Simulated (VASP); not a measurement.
# SnSe2 (P-3m1) in VASP: a series of runs

The runs below take SnSe2 through single point, relaxation of shape and atoms at fixed volume, with PBE+D3(BJ).

Everything below comes from runs of VASP 6.6.1. Logs are shortened: lines on timing, memory, paths and dates and some standing lists are left out, and cuts for length are marked.

## Step 1: The cell of the first run

It takes space group P-3m1 (No. 164, trigonal). The conventional cell has a = 3.824 Å, b = 3.824 Å, c = 5.878 Å, α = 90.00°, β = 90.00°, γ = 120.00°. Sn (site symmetry -3m) has 6 Se at 2.72 Å within 3.6 Å. Se (site symmetry 3m) has 3 Sn at 2.72 Å and 3 Se at 3.48 Å within 3.6 Å.

## Step 2: Single point, PBE+D3(BJ) (24.81 Å³/atom)

File INCAR:

```
SYSTEM = SnSe2
  ALGO = Normal
  EDIFF = 1E-7
  ENCUT = 520
  GGA = PE
  ISIF = 2
  ISMEAR = 0
  IVDW = 12
  LASPH = .TRUE.
  LCHARG = .FALSE.
  LREAL = .FALSE.
  LWAVE = .FALSE.
  NBANDS = 20
  NELM = 100
  PREC = Accurate
  SIGMA = 0.02
```

File KPOINTS:

```
k-points
0
G
  12 12 6
  0 0 0
```

File POSCAR:

```
SnSe2
1.0
    3.8236751651      0.0000000000      0.0000000000
   -1.9118375825      3.3113998288      0.0000000000
    0.0000000000      0.0000000000      5.8782720736
Sn Se
1 2
Direct
    0.0000000000      0.0000000000      0.0000000000
    0.3333333333      0.6666666667      0.2710721849
    0.6666666667      0.3333333333      0.7289278151
```

Potentials or basis: VASP PAW PBE potentials, release 64 (Sn_d, Se).

Run with:

```bash
> cat potpaw_PBE.64/Sn_d/POTCAR potpaw_PBE.64/Se/POTCAR > POTCAR
> mpirun -np 1 vasp_std > vasp.out
```

OUTCAR:

```text
SYSTEM = SnSe2
   EDIFF = 1E-7
   ENCUT = 520
   GGA = PE
   ISIF = 2
   ISMEAR = 0
   IVDW = 12
   LASPH = .TRUE.
   LREAL = .FALSE.
   NELM = 100
   PREC = Accurate
 IVDW          = 12

 ion  position               nearest neighbor table
   1  0.000  0.000  0.000-   2 2.72   3 2.72   2 2.72   3 2.72   3 2.72   2 2.72
   2  0.333  0.667  0.271-   1 2.72   1 2.72   1 2.72
   3  0.667  0.333  0.729-   1 2.72   1 2.72   1 2.72

  LATTYP: Found a hexagonal cell.
 ALAT       =     3.8236751651
 C/A-ratio  =     1.5373356312

  Lattice vectors:

 A1 = (   3.8236751651,   0.0000000000,   0.0000000000)
 A2 = (  -1.9118375825,   3.3113998288,   0.0000000000)
 A3 = (   0.0000000000,   0.0000000000,   5.8782720736)

Analysis of symmetry for initial positions (statically):
=====================================================================
 Subroutine PRICEL returns:
 Original cell was already a primitive cell.

 Routine SETGRP: Setting up the symmetry group for a
 hexagonal supercell.

 Subroutine GETGRP returns: Found 12 space group operations
 (whereof 12 operations were pure point group operations)
 out of a pool of 24 trial point group operations.

The static configuration has the point symmetry D_3d.

Analysis of symmetry for dynamics (positions and initial velocities):
=====================================================================
 Subroutine PRICEL returns:
 Original cell was already a primitive cell.

 Routine SETGRP: Setting up the symmetry group for a
 hexagonal supercell.

 Subroutine GETGRP returns: Found 12 space group operations
 (whereof 12 operations were pure point group operations)
 out of a pool of 24 trial point group operations.

The dynamic configuration has the point symmetry D_3d.

 Subroutine INISYM returns: Found 12 space group operations
 (whereof 12 operations are pure point group operations),
 and found     1 'primitive' translations

----------------------------------------------------------------------------------------

                                     Primitive cell

  volume of cell :      74.4290

  direct lattice vectors                    reciprocal lattice vectors
     3.823675165  0.000000000  0.000000000     0.261528492  0.150993545  0.000000000
    -1.911837583  3.311399829  0.000000000     0.000000000  0.301987091  0.000000000
     0.000000000  0.000000000  5.878272074     0.000000000  0.000000000  0.170118019

  length of vectors
     3.823675165  3.823675165  5.878272074     0.301987091  0.301987091  0.170118019

  position of ions in fractional coordinates (direct lattice)
     0.000000000  0.000000000  0.000000000
     0.333333333  0.666666667  0.271072185
     0.666666667  0.333333333  0.728927815

  ion indices of the primitive-cell ions
   primitive index   ion index
                 1           1
                 2           2
                 3           3

----------------------------------------------------------------------------------------

 KPOINTS: k-points

Automatic generation of k-mesh.
 Grid dimensions read from file:
 generate k-points for:   12   12    6

 Generating k-lattice:

  Cartesian coordinates                     Fractional coordinates (reciprocal lattice)
     0.021794041  0.012582795  0.000000000     0.083333333  0.000000000  0.000000000
     0.000000000  0.025165591  0.000000000     0.000000000  0.083333333  0.000000000
     0.000000000  0.000000000  0.028353003     0.000000000  0.000000000  0.166666667

  Length of vectors
     0.025165591  0.025165591  0.028353003

  Shift w.r.t. Gamma in fractional coordinates (k-lattice)
     0.000000000  0.000000000  0.000000000

 Subroutine IBZKPT returns following result:
 ===========================================

 Found    100 irreducible k-points:

 Following reciprocal coordinates:
            Coordinates               Weight
  0.000000  0.000000  0.000000      1.000000
  0.083333 -0.000000  0.000000      6.000000
  0.166667  0.000000  0.000000      6.000000
  0.250000 -0.000000  0.000000      6.000000
  0.333333 -0.000000  0.000000      6.000000
  0.416667 -0.000000  0.000000      6.000000
[... 16 lines left out ...]
  0.166667  0.000000  0.166667      6.000000
  0.000000  0.166667  0.166667      6.000000
 [... further k-points ...]
   k-points           NKPTS =    100   k-points in BZ     NKDIM =    100   number of bands    NBANDS=     20
   number of dos      NEDOS =    301   number of ions     NIONS =      3
   total plane-waves  NPLWV =  37632
   dimension x,y,z NGX =    28 NGY =   28 NGZ =   48
   dimension x,y,z NGXF=    56 NGYF=   56 NGZF=   96
   ions per type =               1   2
   NGX,Y,Z   is equivalent  to a cutoff of  12.17, 12.17, 13.58 a.u.
   NGXF,Y,Z  is equivalent  to a cutoff of  24.35, 24.35, 27.15 a.u.
 SYSTEM =  SnSe2
   PREC   = accura    normal or accurate (medium, high low for compatibility)
   ISTART =      0    job   : 0-new  1-cont  2-samecut
   ICHARG =      2    charge: 1-file 2-atom 10-const
   ISPIN  =      1    spin polarized calculation?
   LNONCOLLINEAR =      F non collinear calculations
   LSORBIT =      F    spin-orbit coupling
   LASPH  =      T    aspherical Exc in radial PAW
   ENCUT  =  520.0 eV  38.22 Ry    6.18 a.u.   7.11  7.11 10.93*2*pi/ulx,y,z
   NELM   =    100;   NELMIN=  2; NELMDL= -5     # of ELM steps
   EDIFF  = 0.1E-06   stopping-criterion for ELM
   LREAL  =      F    real-space projection
   EDIFFG = 0.1E-05   stopping-criterion for IOM
   NSW    =      0    number of steps for IOM
   IBRION =     -1    ionic relax: 0-MD 1-quasi-New 2-CG
   NFREE  =      0    steps in history (QN), initial steepest desc. (CG)
   ISIF   =      2    stress and relaxation
   ISYM   =      2    0-nonsym 1-usesym 2-fastsym
   POTIM  = 0.5000    time-step for ionic-motion
   TEBEG  =    0.0;   TEEND  =   0.0 temperature during run
   PSTRESS=    0.0 pullay stress
   NELECT =      26.0000    total number of electrons
   NUPDOWN=      -1.0000    fix difference up-down
   EMIN   =  10.00;   EMAX   =-10.00  energy-range for DOS
   EFERMI =   0.00;   METHOD = LEGACY
   ISMEAR =     0;   SIGMA  =   0.02  broadening in eV -4-tet -1-fermi 0-gaus
   EFERMI_NEDOS =   21; number of points for ismear=-14 and -15
   IALGO  =     38    algorithm
   IMIX   =      4    mixing-type and parameters
     AMIX     =   0.40;   BMIX     =  1.00
     AMIX_MAG =   1.60;   BMIX_MAG =  1.00
  volume/ion in A,a.u.               =      24.81       167.42
  Fermi-wavevector in a.u.,A,eV,Ry     =   1.152971  2.178800 18.086809  1.329343
  Thomas-Fermi vector in A             =   2.289619
   LORBIT       =      0    0 simple, 1 ext, 2 COOP (PROOUT), +10 PAW based schemes
   GGA     = PE    functional components
   LHFCALC =     F    Hartree Fock is set to
   AEXX    =    0.0000 exact exchange contribution
   IVDW    =    12    specifies the selected vdW correction
   LEPSILON=     F    determine dielectric tensor
   LRPA    =     F    only Hartree local field effects (RPA)
 non-spin polarized calculation
 Gauss-broadening in eV      SIGMA  =   0.02
  energy-cutoff  :      520.00
  volume of cell :       74.43
 maximum number of plane-waves:      2037
   NGX = 15   NGY = 15   NGZ = 21

 number of electron      26.0000000 magnetization

 Free energy of the ion-electron system (eV)
  ---------------------------------------------------
  ext. energy  EPLUGINS =         0.00000000
  ---------------------------------------------------
  free energy    TOTEN  =       -11.76343565 eV

  energy without entropy =      -11.76343565  energy(sigma->0) =      -11.76343565

 E-fermi :   4.9875     XC(G=0):  -9.7281

 val. band max:        4.8949548241   @ k =   0.0833   0.0833   0.0000
 cond. band min:       5.0986634747   @ k =   0.0000   0.4167   0.3333
 fundamental gap:      0.2037086506
 Fermi energy:         4.9874707881

 k-point     1 :       0.0000    0.0000    0.0000
  band No.  band energies     occupation
      1     -16.6487      2.00000
      2     -16.6487      2.00000
      3     -16.6132      2.00000
      4     -16.6013      2.00000
      5     -16.6013      2.00000
      6      -9.3083      2.00000
[... 12 lines left out ...]
     19      13.7011      0.00000
     20      13.7011      0.00000

 k-point     2 :       0.0833   -0.0000    0.0000
  band No.  band energies     occupation
      1     -16.6514      2.00000
      2     -16.6461      2.00000
      3     -16.6114      2.00000
      4     -16.6031      2.00000
      5     -16.6011      2.00000
      6      -9.2406      2.00000
[... 12 lines left out ...]
     19      12.9834      0.00000
     20      13.7245      0.00000

 k-point     3 :       0.1667    0.0000    0.0000
  band No.  band energies     occupation
      1     -16.6595      2.00000
      2     -16.6397      2.00000
      3     -16.6093      2.00000
      4     -16.6042      2.00000
      5     -16.6000      2.00000
      6      -9.0421      2.00000
[... 12 lines left out ...]
     19      12.6350      0.00000
     20      13.7763      0.00000

 k-point     4 :       0.2500   -0.0000    0.0000
  band No.  band energies     occupation
      1     -16.6719      2.00000
      2     -16.6328      2.00000
      3     -16.6144      2.00000
      4     -16.5966      2.00000
      5     -16.5964      2.00000
      6      -8.7280      2.00000
[... 12 lines left out ...]
     19      12.7689      0.00000
     20      14.2176      0.00000

 k-point     5 :       0.3333   -0.0000    0.0000
  band No.  band energies     occupation
      1     -16.6850      2.00000
      2     -16.6288      2.00000
      3     -16.6194      2.00000
      4     -16.5900      2.00000
      5     -16.5882      2.00000
      6      -8.3328      2.00000
[... 12 lines left out ...]
     19      13.6303      0.00000
     20      15.0970      0.00000

 k-point     6 :       0.4167   -0.0000    0.0000
  band No.  band energies     occupation
      1     -16.6949      2.00000
      2     -16.6274      2.00000
      3     -16.6229      2.00000
      4     -16.5837      2.00000
      5     -16.5819      2.00000
      6      -7.9317      2.00000
[... 12 lines left out ...]
     19      14.6135      0.00000
     20      15.7022      0.00000

 k-point     7 :       0.5000   -0.0000    0.0000
  band No.  band energies     occupation
      1     -16.6985      2.00000
      2     -16.6272      2.00000
      3     -16.6241      2.00000
      4     -16.5811      2.00000
      5     -16.5796      2.00000
      6      -7.7179      2.00000
[... 12 lines left out ...]
     19      15.0439      0.00000
     20      16.1254      0.00000
[... 277 lines left out ...]
 k-point    20 :       0.0000    0.0000    0.1667
  band No.  band energies     occupation
      1     -16.6487      2.00000
      2     -16.6487      2.00000
      3     -16.6132      2.00000
      4     -16.6013      2.00000
      5     -16.6013      2.00000
      6      -9.2402      2.00000
[... 12 lines left out ...]
     19      13.3712      0.00000
     20      13.3712      0.00000

 k-point    21 :       0.0833   -0.0000    0.1667
  band No.  band energies     occupation
      1     -16.6514      2.00000
      2     -16.6461      2.00000
      3     -16.6114      2.00000
      4     -16.6031      2.00000
      5     -16.6011      2.00000
      6      -9.1730      2.00000
[... 12 lines left out ...]
     19      13.0544      0.00000
     20      13.7283      0.00000

 k-point    22 :       0.0000    0.0833    0.1667
  band No.  band energies     occupation
      1     -16.6514      2.00000
      2     -16.6461      2.00000
      3     -16.6114      2.00000
      4     -16.6031      2.00000
      5     -16.6011      2.00000
      6      -9.1730      2.00000
[... 12 lines left out ...]
     19      12.9595      0.00000
     20      13.2668      0.00000

 k-point    23 :       0.1667    0.0000    0.1667
  band No.  band energies     occupation
      1     -16.6596      2.00000
      2     -16.6397      2.00000
      3     -16.6093      2.00000
      4     -16.6042      2.00000
      5     -16.6000      2.00000
      6      -8.9762      2.00000
[... 12 lines left out ...]
     19      13.1151      0.00000
     20      13.5370      0.00000

 k-point    24 :       0.0000    0.1667    0.1667
  band No.  band energies     occupation
      1     -16.6596      2.00000
      2     -16.6397      2.00000
      3     -16.6093      2.00000
      4     -16.6041      2.00000
      5     -16.6000      2.00000
      6      -8.9757      2.00000
[... 12 lines left out ...]
     19      12.4558      0.00000
     20      13.3896      0.00000

 [... further k-points ...]

------------------------ aborting loop because EDIFF is reached ----------------------------------------

 Edisp (eV)   -1.12773

 E8    (eV) :    -0.4937

  FORCE on cell =-STRESS in cart. coord.  units (eV):
  Direction    XX          YY          ZZ          XY          YZ          ZX
  --------------------------------------------------------------------------------------
  -------------------------------------------------------------------------------------
  Total       0.51022     0.51022     0.48707     0.00000     0.00000     0.00000
  in kB      10.98309    10.98309    10.48476     0.00000     0.00000     0.00000
  external pressure =       10.82 kB  Pullay stress =        0.00 kB

 VOLUME and BASIS-vectors are now :
 -----------------------------------------------------------------------------
  energy-cutoff  :      520.00
  volume of cell :       74.43
      direct lattice vectors                 reciprocal lattice vectors
     3.823675165  0.000000000  0.000000000     0.261528492  0.150993545  0.000000000
    -1.911837583  3.311399829  0.000000000     0.000000000  0.301987091  0.000000000
     0.000000000  0.000000000  5.878272074     0.000000000  0.000000000  0.170118019

 POSITION                                       TOTAL-FORCE (eV/Angst)
 -----------------------------------------------------------------------------------
      0.00000      0.00000      0.00000         0.000000      0.000000     -0.000000
     -0.00000      2.20760      1.59344         0.000000     -0.000000      0.010442
      1.91184      1.10380      4.28484        -0.000000      0.000000     -0.010442
 -----------------------------------------------------------------------------------
    total drift:                                0.000000      0.000000      0.000000

  FREE ENERGIE OF THE ION-ELECTRON SYSTEM (eV)
  ---------------------------------------------------
  free  energy   TOTEN  =       -12.8911647825 eV

  energy  without entropy=      -12.8911647825  energy(sigma->0) =      -12.89116478
```

Wall time 62 s (1 thread of Intel Xeon 6975P-C (Granite Rapids), shared host); peak memory 0.27 GiB.

What came out:

```
Free energy                : -12.8912 eV
Pressure                   : 1.1 GPa
Largest force              : 0.010 eV/Å
Band gap on the k mesh     : 0.20 eV (least direct gap 0.75 eV)
Dispersion energy per atom : -0.376 eV
```

Forces on the atoms (eV/Å):
```
Sn   0.000  0.000  0.000
Se   0.000  0.000  0.010
Se   0.000  0.000 -0.010
```

Caveat: spin-orbit coupling is left out, which moves the levels of the heavy elements. A k mesh can miss the band edges.

## Step 3: Single point, PBE+D3(BJ) (26.34 Å³/atom)

This run uses another cell than the first one, of 26.34 Å³/atom.

File INCAR:

```
PREC = Accurate
ENCUT = 520
EDIFF = 1E-6
ISMEAR = 0
SIGMA = 0.02
LREAL = False
LASPH = True
NELM = 60
ALGO = Normal
ISIF = 2
LWAVE = False
LCHARG = False
GGA = PE
IVDW = 12
NBANDS = 20
```

File KPOINTS:

```
regular mesh
0
Gamma
  12 12 6
```

File POSCAR:

```
SnSe2
1.0
    3.8524793778      0.0000000000      0.0000000000
   -1.9262396889      3.3363450087      0.0000000000
    0.0000000000      0.0000000000      6.1488869599
Sn Se
1 2
Direct
    0.0000000000      0.0000000000      0.0000000000
    0.3333333333      0.6666666667      0.2590833669
    0.6666666667      0.3333333333      0.7409166331
```

Potentials or basis: VASP PAW PBE potentials, release 64 (Sn_d, Se).

Run with:

```bash
> cat potpaw_PBE.64/Sn_d/POTCAR potpaw_PBE.64/Se/POTCAR > POTCAR
> mpirun -np 1 vasp_std > vasp.out
```

Wall time 69 s (1 thread of Intel Xeon 6975P-C (Granite Rapids), shared host); peak memory 0.3 GiB.

Results (log left out):

| Property | Result |
| --- | --- |
| Free energy | -12.8933 eV |
| Pressure | -0.6 GPa |
| Largest force | 0.021 eV/Å |
| Band gap on the k mesh | 0.49 eV (least direct gap 0.91 eV) |
| Dispersion energy per atom | -0.353 eV |

Forces in eV/Å, atoms in the order of the input:
```
Sn   0.000  0.000  0.000
Se   0.000  0.000  0.021
Se   0.000  0.000 -0.021
```

Stress tensor (GPa, compression positive):
```
-0.68  0.00  0.00
 0.00 -0.68  0.00
 0.00  0.00 -0.58
```

Levels at points of the mesh, in eV from the valence-band top:
```
           k point  band 11  band 12  band 13  band 14  band 15  band 16
(0.00, 0.00, 0.00)    -0.42    -0.42    -0.13     0.77     2.97     4.52
(0.50, 0.00, 0.00)    -2.52    -1.43    -0.33     1.09     3.60     5.07
(0.00, 0.00, 0.50)    -0.76    -0.22    -0.22     2.33     2.84     4.22
(0.50, 0.00, 0.50)    -2.00    -0.95    -0.81     0.63     4.02     4.60
```

Caveat: spin-orbit coupling is left out, which moves the levels of the heavy elements.

[end of part 1 of 2]
